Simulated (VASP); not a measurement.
# Zn3Ag (P-6m2) in VASP: further runs, part 2 of 3

VASP 6.6.1. Earlier steps stand in the parts before.

**4. Single point, LDA**

This run uses another cell than the first one, of 14.72 Å³/atom, 1.043 times its volume.

File INCAR:

```
PREC = Accurate
ENCUT = 520
EDIFF = 1E-6
ISMEAR = -1
SIGMA = 0.1
LREAL = F
LASPH = T
NELM = 80
ALGO = Normal
ISIF = 2
LWAVE = F
LCHARG = T
GGA = CA
LELF = T
LVHAR = T
NBANDS = 32
```

File KPOINTS:

```
regular mesh
0
Gamma
  9 9 3
```

File POSCAR:

```
Zn3Ag
1.0
    2.8279019746      0.0000000000      0.0000000000
   -1.4139460209      2.4490319846      0.0000000000
    0.0000000000      0.0000000000      8.5009692760
Zn Ag
3 1
Direct
    0.6666666667      0.3333333333      0.5000000000
    0.3333333333      0.6666666667      0.2568000000
    0.3333333333      0.6666666667      0.7432000000
    0.6666666667      0.3333333333      0.0000000000
```

Potentials or basis: VASP PAW LDA potentials, release 64 (Zn, Ag).

The run is started by

```console
> cat potpaw_LDA.64/Zn/POTCAR potpaw_LDA.64/Ag/POTCAR > POTCAR
> mpirun -np 1 vasp_std > vasp.out
```

OUTCAR:

```text
PREC = Accurate
   ENCUT = 520
   EDIFF = 1E-6
   ISMEAR = -1
   LREAL = F
   LASPH = T
   NELM = 80
   ISIF = 2
   GGA = CA

 ion  position               nearest neighbor table
   1  0.667  0.333  0.500-   2 2.63   3 2.63   2 2.63   3 2.63   2 2.63   3 2.63
   2  0.333  0.667  0.257-   1 2.63   1 2.63   1 2.63   4 2.73   4 2.73   4 2.73
   3  0.333  0.667  0.743-   1 2.63   1 2.63   1 2.63   4 2.73   4 2.73   4 2.73
   4  0.667  0.333  0.000-   2 2.73   3 2.73   2 2.73   3 2.73   2 2.73   3 2.73

  LATTYP: Found a hexagonal cell.
 ALAT       =     2.8279019746
 C/A-ratio  =     3.0061046501

  Lattice vectors:

 A1 = (   2.8279019746,   0.0000000000,   0.0000000000)
 A2 = (  -1.4139460209,   2.4490319846,   0.0000000000)
 A3 = (   0.0000000000,   0.0000000000,   8.5009692760)

Analysis of symmetry for initial positions (statically):
=====================================================================
 Subroutine PRICEL returns:
 Original cell was already a primitive cell.

 Routine SETGRP: Setting up the symmetry group for a
 hexagonal supercell.

 Subroutine GETGRP returns: Found 12 space group operations
 (whereof 12 operations were pure point group operations)
 out of a pool of 24 trial point group operations.

The static configuration has the point symmetry D_3h.

Analysis of symmetry for dynamics (positions and initial velocities):
=====================================================================
 Subroutine PRICEL returns:
 Original cell was already a primitive cell.

 Routine SETGRP: Setting up the symmetry group for a
 hexagonal supercell.

 Subroutine GETGRP returns: Found 12 space group operations
 (whereof 12 operations were pure point group operations)
 out of a pool of 24 trial point group operations.

The dynamic configuration has the point symmetry D_3h.

 Subroutine INISYM returns: Found 12 space group operations
 (whereof 12 operations are pure point group operations),
 and found     1 'primitive' translations

----------------------------------------------------------------------------------------

                                     Primitive cell

  volume of cell :      58.8745

  direct lattice vectors                    reciprocal lattice vectors
     2.827901975  0.000000000  0.000000000     0.353619047  0.204161582  0.000000000
    -1.413946021  2.449031985  0.000000000     0.000000000  0.408324598  0.000000000
     0.000000000  0.000000000  8.500969276     0.000000000  0.000000000  0.117633645

  length of vectors
     2.827901975  2.827896924  8.500969276     0.408323868  0.408324598  0.117633645

  position of ions in fractional coordinates (direct lattice)
     0.666666667  0.333333333  0.500000000
     0.333333333  0.666666667  0.256800000
     0.333333333  0.666666667  0.743200000
     0.666666667  0.333333333  0.000000000

  ion indices of the primitive-cell ions
   primitive index   ion index
                 1           1
                 2           2
                 3           3
                 4           4

----------------------------------------------------------------------------------------

 KPOINTS: regular mesh

Automatic generation of k-mesh.
 Grid dimensions read from file:
 generate k-points for:    9    9    3

 Generating k-lattice:

  Cartesian coordinates                     Fractional coordinates (reciprocal lattice)
     0.039291005  0.022684620  0.000000000     0.111111111  0.000000000  0.000000000
     0.000000000  0.045369400  0.000000000     0.000000000  0.111111111  0.000000000
     0.000000000  0.000000000  0.039211215     0.000000000  0.000000000  0.333333333

  Length of vectors
     0.045369319  0.045369400  0.039211215

  Shift w.r.t. Gamma in fractional coordinates (k-lattice)
     0.000000000  0.000000000  0.000000000

 Subroutine IBZKPT returns following result:
 ===========================================

 Found     24 irreducible k-points:

 Following reciprocal coordinates:
            Coordinates               Weight
  0.000000  0.000000  0.000000      1.000000
  0.111111  0.000000  0.000000      6.000000
  0.222222  0.000000  0.000000      6.000000
  0.333333 -0.000000  0.000000      6.000000
  0.444444  0.000000  0.000000      6.000000
  0.111111  0.111111  0.000000      6.000000
[... 16 lines left out ...]
  0.333333  0.222222  0.333333     24.000000
  0.333333  0.333333  0.333333      4.000000
   k-points           NKPTS =     24   k-points in BZ     NKDIM =     24   number of bands    NBANDS=     32
   number of dos      NEDOS =    301   number of ions     NIONS =      4
   total plane-waves  NPLWV =  36864
   dimension x,y,z NGX =    24 NGY =   24 NGZ =   64
   dimension x,y,z NGXF=    48 NGYF=   48 NGZF=  128
   ions per type =               3   1
   NGX,Y,Z   is equivalent  to a cutoff of  14.11, 14.11, 12.52 a.u.
   NGXF,Y,Z  is equivalent  to a cutoff of  28.22, 28.22, 25.03 a.u.
 SYSTEM =  unknown system
   PREC   = accura    normal or accurate (medium, high low for compatibility)
   ISTART =      0    job   : 0-new  1-cont  2-samecut
   ICHARG =      2    charge: 1-file 2-atom 10-const
   ISPIN  =      1    spin polarized calculation?
   LNONCOLLINEAR =      F non collinear calculations
   LSORBIT =      F    spin-orbit coupling
   LASPH  =      T    aspherical Exc in radial PAW
   ENCUT  =  520.0 eV  38.22 Ry    6.18 a.u.   5.26  5.26 15.81*2*pi/ulx,y,z
   NELM   =     80;   NELMIN=  2; NELMDL= -5     # of ELM steps
   EDIFF  = 0.1E-05   stopping-criterion for ELM
   LREAL  =      F    real-space projection
   EDIFFG = 0.1E-04   stopping-criterion for IOM
   NSW    =      0    number of steps for IOM
   IBRION =     -1    ionic relax: 0-MD 1-quasi-New 2-CG
   NFREE  =      0    steps in history (QN), initial steepest desc. (CG)
   ISIF   =      2    stress and relaxation
   ISYM   =      2    0-nonsym 1-usesym 2-fastsym
   POTIM  = 0.5000    time-step for ionic-motion
   TEBEG  =    0.0;   TEEND  =   0.0 temperature during run
   PSTRESS=    0.0 pullay stress
   NELECT =      47.0000    total number of electrons
   NUPDOWN=      -1.0000    fix difference up-down
   EMIN   =  10.00;   EMAX   =-10.00  energy-range for DOS
   EFERMI =   0.00;   METHOD = LEGACY
   ISMEAR =    -1;   SIGMA  =   0.10  broadening in eV -4-tet -1-fermi 0-gaus
   EFERMI_NEDOS =   21; number of points for ismear=-14 and -15
   IALGO  =     38    algorithm
   IMIX   =      4    mixing-type and parameters
     AMIX     =   0.40;   BMIX     =  1.00
     AMIX_MAG =   1.60;   BMIX_MAG =  1.00
  volume/ion in A,a.u.               =      14.72        99.33
  Fermi-wavevector in a.u.,A,eV,Ry     =   1.518676  2.869881 31.380147  2.306376
  Thomas-Fermi vector in A             =   2.627764
   LORBIT       =      0    0 simple, 1 ext, 2 COOP (PROOUT), +10 PAW based schemes
   GGA     = CA    functional components
   LHFCALC =     F    Hartree Fock is set to
   AEXX    =    0.0000 exact exchange contribution
   IVDW    =     0    specifies the selected vdW correction
   LEPSILON=     F    determine dielectric tensor
   LRPA    =     F    only Hartree local field effects (RPA)
 non-spin polarized calculation
  energy-cutoff  :      520.00
  volume of cell :       58.87
 maximum number of plane-waves:      1599
 NGX is ok and might be reduce to    24
   NGX = 11   NGY = 11   NGZ = 31

 number of electron      47.0000004 magnetization

 Free energy of the ion-electron system (eV)
  ---------------------------------------------------
  ext. energy  EPLUGINS =         0.00000000
  ---------------------------------------------------
  free energy    TOTEN  =        -9.56717384 eV

  energy without entropy =       -9.54519397  energy(sigma->0) =       -9.55618390

 E-fermi :   4.8969     XC(G=0): -12.4285

 val. band max:        4.8179164962   @ k =   0.3333  -0.0000   0.3333
 cond. band min:       4.9706504381   @ k =   0.3333   0.2222   0.0000
 fundamental gap:      0.1527339419
 Fermi energy:         4.8968508382

 k-point     1 :       0.0000    0.0000    0.0000
  band No.  band energies     occupation
      1      -5.4979      2.00000
      2      -3.7578      2.00000
      3      -3.6236      2.00000
      4      -3.0535      2.00000
      5      -2.8933      2.00000
      6      -2.8933      2.00000
[... 829 lines left out ...]
     31      10.8475      0.00000
     32      11.5030      0.00000

------------------------ aborting loop because EDIFF is reached ----------------------------------------

  FORCE on cell =-STRESS in cart. coord.  units (eV):
  Direction    XX          YY          ZZ          XY          YZ          ZX
  --------------------------------------------------------------------------------------
  -------------------------------------------------------------------------------------
  Total       -1.4852522     -1.4852486     -1.2973259     -0.0000030      0.0000000      0.0000000
  in kB      -40.4188106    -40.4187128    -35.3046898     -0.0000820      0.0000000      0.0000000
  external PRESSURE =     -38.7140711 kB  Pullay stress =       0.0000000 kB

 VOLUME and BASIS-vectors are now :
 -----------------------------------------------------------------------------
  energy-cutoff  :      520.00
  volume of cell :       58.87
      direct lattice vectors                 reciprocal lattice vectors
     2.827901975  0.000000000  0.000000000     0.353619047  0.204161582  0.000000000
    -1.413946021  2.449031985  0.000000000     0.000000000  0.408324598  0.000000000
     0.000000000  0.000000000  8.500969276     0.000000000  0.000000000  0.117633645

 POSITION                                       TOTAL-FORCE (eV/Angst)
 -----------------------------------------------------------------------------------
      1.41395      0.81634      4.25048        -0.000000     -0.000000      0.000000
      0.00000      1.63269      2.18305         0.000000      0.000000     -0.003080
      0.00000      1.63269      6.31792         0.000000      0.000000      0.003080
      1.41395      0.81634      0.00000        -0.000000      0.000000      0.000000
 -----------------------------------------------------------------------------------
    total drift:                               -0.000016     -0.000009      0.000000

  FREE ENERGIE OF THE ION-ELECTRON SYSTEM (eV)
  ---------------------------------------------------
  free  energy   TOTEN  =        -9.5671738421 eV

  energy  without entropy=       -9.5451939673  energy(sigma->0) =       -9.55618390
```

OSZICAR:

```text
N       E                     dE             d eps       ncg     rms          rms(c)
DAV:   1     0.327606467596E+03    0.32761E+03   -0.22318E+04  1544   0.220E+03
DAV:   2     0.114519690609E+02   -0.31615E+03   -0.29401E+03  1552   0.421E+02
DAV:   3    -0.101057464346E+02   -0.21558E+02   -0.21336E+02  1784   0.119E+02
DAV:   4    -0.103823475782E+02   -0.27660E+00   -0.27655E+00  1728   0.139E+01
DAV:   5    -0.103847021314E+02   -0.23546E-02   -0.23545E-02  1792   0.108E+00    0.863E+00
DAV:   6    -0.963510129750E+01    0.74960E+00   -0.27599E+00  1768   0.226E+01    0.593E+00
DAV:   7    -0.958639273105E+01    0.48709E-01   -0.11828E-01  1816   0.452E+00    0.298E+00
DAV:   8    -0.956797115141E+01    0.18422E-01   -0.28681E-02  1752   0.296E+00    0.317E-01
DAV:   9    -0.956722769830E+01    0.74345E-03   -0.37603E-03  1880   0.230E+00    0.891E-02
DAV:  10    -0.956716786864E+01    0.59830E-04   -0.81983E-04  1952   0.507E-01    0.368E-02
DAV:  11    -0.956717365001E+01   -0.57814E-05   -0.13844E-04  1792   0.127E-01    0.156E-02
DAV:  12    -0.956717384210E+01   -0.19210E-06   -0.54311E-06  1504   0.392E-02
   1 F= -.95671738E+01 E0= -.95561839E+01  d E =-.219799E-01
```

It took 31 s on 1 thread of Intel Xeon Platinum 8259CL at 2.50GHz (Skylake/Cascade Lake), shared host; peak memory 0.17 GiB.

What came out:

```yaml
Free_energy: -9.5672 eV
Pressure: -3.9 GPa
Largest_force: 0.003 eV/Å
```

Forces on the atoms (eV/Å):
```
Zn   0.000  0.000  0.000
Zn   0.000  0.000 -0.003
Zn   0.000  0.000  0.003
Ag   0.000  0.000  0.000
```

**5. Single point, LDA**

This run uses another cell than the first one, of 15.02 Å³/atom, 1.064 times its volume.

File INCAR:

```
SYSTEM = Zn3Ag
PREC = Accurate
ENCUT = 520
EDIFF = 1E-7
ISMEAR = -1
SIGMA = 0.1
LREAL = .False.
LASPH = .True.
NELM = 80
ALGO = Normal
ISIF = 2
LWAVE = .False.
LCHARG = .True.
GGA = CA
LELF = .True.
LVHAR = .True.
NBANDS = 32
```

File KPOINTS:

```
regular mesh
0
Gamma
  9 9 3
  0 0 0
```

File POSCAR:

```
Zn3Ag
1.0
    2.8470100000      0.0000000000      0.0000000000
   -1.4235000000      2.4655800000      0.0000000000
    0.0000000000      0.0000000000      8.5584100000
Zn Ag
3 1
Direct
    0.6666666667      0.3333333333      0.5000000000
    0.3333333333      0.6666666667      0.2568000000
    0.3333333333      0.6666666667      0.7432000000
    0.6666666667      0.3333333333      0.0000000000
```

Potentials or basis: VASP PAW LDA potentials, release 64 (Zn, Ag).

The run is started by

```console
> cat potpaw_LDA.64/Zn/POTCAR potpaw_LDA.64/Ag/POTCAR > POTCAR
> mpirun -np 1 vasp_std > vasp.out
```

OUTCAR:

```text
SYSTEM = Zn3Ag
   PREC = Accurate
   ENCUT = 520
   EDIFF = 1E-7
   ISMEAR = -1
   LREAL = .False.
   LASPH = .True.
   NELM = 80
   ISIF = 2
   GGA = CA

 ion  position               nearest neighbor table
   1  0.667  0.333  0.500-   2 2.65   3 2.65   2 2.65   3 2.65   2 2.65   3 2.65
   2  0.333  0.667  0.257-   1 2.65   1 2.65   1 2.65   4 2.74   4 2.74   4 2.74
   3  0.333  0.667  0.743-   1 2.65   1 2.65   1 2.65   4 2.74   4 2.74   4 2.74
   4  0.667  0.333  0.000-   2 2.74   3 2.74   2 2.74   3 2.74   2 2.74   3 2.74

  LATTYP: Found a hexagonal cell.
 ALAT       =     2.8470100000
 C/A-ratio  =     3.0061046501

  Lattice vectors:

 A1 = (   2.8470100000,   0.0000000000,   0.0000000000)
 A2 = (  -1.4235000000,   2.4655800000,   0.0000000000)
 A3 = (   0.0000000000,   0.0000000000,   8.5584100000)

Analysis of symmetry for initial positions (statically):
=====================================================================
 Subroutine PRICEL returns:
 Original cell was already a primitive cell.

 Routine SETGRP: Setting up the symmetry group for a
 hexagonal supercell.
[... 167 lines left out ...]

  energy without entropy =       -9.50881851  energy(sigma->0) =       -9.52023272

 E-fermi :   4.7038     XC(G=0): -12.3161

 val. band max:        4.6256682046   @ k =   0.3333  -0.0000   0.3333
 cond. band min:       4.7624961271   @ k =   0.3333   0.2222   0.0000
 fundamental gap:      0.1368279225
 Fermi energy:         4.7037759248

 k-point     1 :       0.0000    0.0000    0.0000
  band No.  band energies     occupation
      1      -5.5294      2.00000
      2      -3.8319      2.00000
      3      -3.7233      2.00000
      4      -3.1476      2.00000
      5      -3.0326      2.00000
      6      -3.0326      2.00000
[... 829 lines left out ...]
     31      10.5548      0.00000
     32      11.2324      0.00000

------------------------ aborting loop because EDIFF is reached ----------------------------------------

  FORCE on cell =-STRESS in cart. coord.  units (eV):
  Direction    XX          YY          ZZ          XY          YZ          ZX
  --------------------------------------------------------------------------------------
  -------------------------------------------------------------------------------------
  Total       -2.1356855     -2.1356804     -2.0865630     -0.0000043      0.0000000      0.0000000
  in kB      -56.9569482    -56.9568103    -55.6468908     -0.0001155      0.0000000      0.0000000
  external PRESSURE =     -56.5202165 kB  Pullay stress =       0.0000000 kB

 VOLUME and BASIS-vectors are now :
 -----------------------------------------------------------------------------
  energy-cutoff  :      520.00
  volume of cell :       60.08
      direct lattice vectors                 reciprocal lattice vectors
     2.847010000  0.000000000  0.000000000     0.351245693  0.202791329  0.000000000
    -1.423500000  2.465580000  0.000000000     0.000000000  0.405584082  0.000000000
     0.000000000  0.000000000  8.558410000     0.000000000  0.000000000  0.116844133

 POSITION                                       TOTAL-FORCE (eV/Angst)
 -----------------------------------------------------------------------------------
      1.42351      0.82186      4.27921        -0.000000      0.000000      0.000000
      0.00000      1.64372      2.19780         0.000000     -0.000000     -0.022040
      0.00000      1.64372      6.36061         0.000000     -0.000000      0.022040
      1.42351      0.82186      0.00000        -0.000000      0.000000      0.000000
 -----------------------------------------------------------------------------------
    total drift:                               -0.000015     -0.000009      0.000000

  FREE ENERGIE OF THE ION-ELECTRON SYSTEM (eV)
  ---------------------------------------------------
  free  energy   TOTEN  =        -9.5316469338 eV

  energy  without entropy=       -9.5088185129  energy(sigma->0) =       -9.52023272
```

OSZICAR:

```text
N       E                     dE             d eps       ncg     rms          rms(c)
DAV:   1     0.325104601853E+03    0.32510E+03   -0.22438E+04  1536   0.221E+03
DAV:   2     0.112950334847E+02   -0.31381E+03   -0.29385E+03  1536   0.419E+02
DAV:   3    -0.100460245400E+02   -0.21341E+02   -0.21140E+02  1760   0.119E+02
DAV:   4    -0.103219707462E+02   -0.27595E+00   -0.27581E+00  1704   0.139E+01
DAV:   5    -0.103242496938E+02   -0.22789E-02   -0.22789E-02  1784   0.107E+00    0.822E+00
DAV:   6    -0.959711265293E+01    0.72714E+00   -0.27118E+00  1784   0.222E+01    0.571E+00
DAV:   7    -0.955070054363E+01    0.46412E-01   -0.11517E-01  1816   0.441E+00    0.292E+00
DAV:   8    -0.953243787413E+01    0.18263E-01   -0.28202E-02  1736   0.286E+00    0.323E-01
DAV:   9    -0.953170156628E+01    0.73631E-03   -0.37302E-03  1864   0.227E+00    0.901E-02
DAV:  10    -0.953164112501E+01    0.60441E-04   -0.80030E-04  1960   0.516E-01    0.377E-02
DAV:  11    -0.953164690774E+01   -0.57827E-05   -0.14316E-04  1784   0.125E-01    0.153E-02
DAV:  12    -0.953164711225E+01   -0.20451E-06   -0.56650E-06  1800   0.329E-02    0.503E-03
DAV:  13    -0.953164693661E+01    0.17564E-06   -0.12257E-06  1928   0.466E-02    0.220E-03
DAV:  14    -0.953164693382E+01    0.27976E-08   -0.29620E-07  1376   0.183E-02
   1 F= -.95316469E+01 E0= -.95202327E+01  d E =-.228284E-01
```

Run time: 35 s. Hardware: 1 thread of Intel Xeon Platinum 8259CL at 2.50GHz (Skylake/Cascade Lake), shared host; peak memory 0.18 GiB.

Results:

```
Free energy   : -9.5316 eV
Pressure      : -5.7 GPa
Largest force : 0.022 eV/Å
```

Forces on the atoms (eV/Å):
```
Zn   0.000  0.000  0.000
Zn   0.000  0.000 -0.022
Zn   0.000  0.000  0.022
Ag   0.000  0.000  0.000
```

[end of part 2 of 3]
